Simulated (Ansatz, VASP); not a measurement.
**Two plane-wave programs on SnI4O12**

```
Sn I O
1.0
     5.05760    0.00000    0.00000
     0.10622    6.27990    0.00000
     0.19802    0.33619    8.12610
Sn I O
1 4 12
Direct
  0.00000 0.00000 0.50000
  0.50905 0.77983 0.23206
  0.49095 0.22017 0.76794
  0.98460 0.69571 0.84248
  0.01540 0.30429 0.15752
  0.79577 0.95713 0.28719
  0.20423 0.04287 0.71281
  0.31656 0.80607 0.42794
  0.68344 0.19393 0.57206
  0.85017 0.73736 0.62978
  0.14983 0.26264 0.37022
  0.82915 0.43111 0.88551
  0.17085 0.56889 0.11449
  0.66590 0.53010 0.28890
  0.33410 0.46990 0.71110
  0.72820 0.85743 0.94405
  0.27180 0.14257 0.05595
```

Change from the starting cell: z stretched by -3 %, ions relaxed.

Alike in both runs: functional PBE; k mesh 4 × 4 × 3; occupations fermi-dirac, width 0.02 eV; no spin polarisation.

Ansatz relaxed the structure, and its values are those at the end. VASP's run is a single point on that final structure, the one shown.

|  | VASP | Ansatz |
| --- | --- | --- |
| version | VASP 6.6.1 | Ansatz 0.2.0 |
| potentials or method | VASP PAW PBE potentials, release 64 (Sn_d, I, O) | plane-wave PAW, scalar-relativistic |
| plane-wave cutoff (eV) | 520 | 420 |
| valence electrons in the cell | 114 | 154 |

|  | VASP | Ansatz | Ansatz less VASP |
| --- | --- | --- | --- |
| gap on the k mesh at the Fermi level (eV) | 2.77 | 2.80 | +0.025 |
| pressure (GPa) | 3.5 | 3.8 | +0.37 |
| rms of the force components (eV/Å) | 0.039 | 0.007 | -0.0321 |

VASP's potentials hold 114 valence electrons a cell and Ansatz's 154, so a difference there can come from the potentials and not from the codes. Ansatz's warnings: stress scf threshold loose.

Neither program's run includes spin-orbit coupling.
